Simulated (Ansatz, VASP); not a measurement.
**Al: VASP beside Ansatz**

Contents of INCAR:

```
SYSTEM = Al
  PREC = Accurate
  ENCUT = 500
  EDIFF = 1E-6
  ISMEAR = 0
  SIGMA = 0.1
  LREAL = .False.
  LASPH = .True.
  NELM = 120
  ALGO = Normal
  ISIF = 2
  LWAVE = .False.
  LCHARG = .False.
  GGA = PE
  NBANDS = 14
  GGA_COMPAT = .False.
```

The input KPOINTS:

```
regular mesh
0
Gamma
  6 6 4
  0 0 0
```

Contents of POSCAR:

```
Al
1.0
    1.6009902679     -5.0786700341      0.0000000000
    1.6009902679      5.0786700341      0.0000000000
    0.0000000000      0.0000000000      4.2370618570
Al
4
Direct
    0.0980000000      0.9020000000      0.9100000000
    0.5980000000      0.4020000000      0.5900000000
    0.9020000000      0.0980000000      0.0900000000
    0.4020000000      0.5980000000      0.4100000000
```

Input for Ansatz:

```yaml
crystal:
  lattice:
    - [1.6009902679, -5.0786700341, 0.0]
    - [1.6009902679, 5.0786700341, 0.0]
    - [0.0, 0.0, 4.237061857]
  atoms:
    - { symbol: Al, position: [0.098, 0.902, 0.91] }
    - { symbol: Al, position: [0.598, 0.402, 0.59] }
    - { symbol: Al, position: [0.902, 0.098, 0.09] }
    - { symbol: Al, position: [0.402, 0.598, 0.41] }
basis:
  ecutwfc: 420
kpoints:
  mp_grid: { grid: [6, 6, 4] }
hamiltonian:
  xc: pbe
scf:
  occupations: { method: gaussian, width: 0.1 }
  lower_state_search: "off"
output:
  forces: true
  stress: true
  eigenvalues: true
```

Alike in both runs: task single point; functional PBE; k mesh 6 × 6 × 4; occupations gaussian, width 0.1 eV; no spin polarisation.

|  | VASP | Ansatz |
| --- | --- | --- |
| version | VASP 6.6.1 | Ansatz 0.2.0 |
| potentials or method | VASP PAW PBE potentials, release 64 (Al), cutoff 500 eV | scalar-relativistic, plane waves, PAW |
| valence electrons in the cell | 12 | 12 |

Ansatz gave:

| Item | Value |
| --- | --- |
| gap on the k mesh at the Fermi level (eV) | none |
| rms of the force components (eV/Å) | 4.411 |

Q: Which values does VASP return?

A: gap on the k mesh at the Fermi level (eV): none; rms of the force components (eV/Å): 4.421.

Atom by atom the forces differ by 0.011 eV/Å (rms over components). A gap of «none» marks a metal or a gap that the smearing closes. The functional is the same, so the differences come from potentials, cutoffs and numerics.

The k mesh is coarse, so the values compare programs but aren't converged.
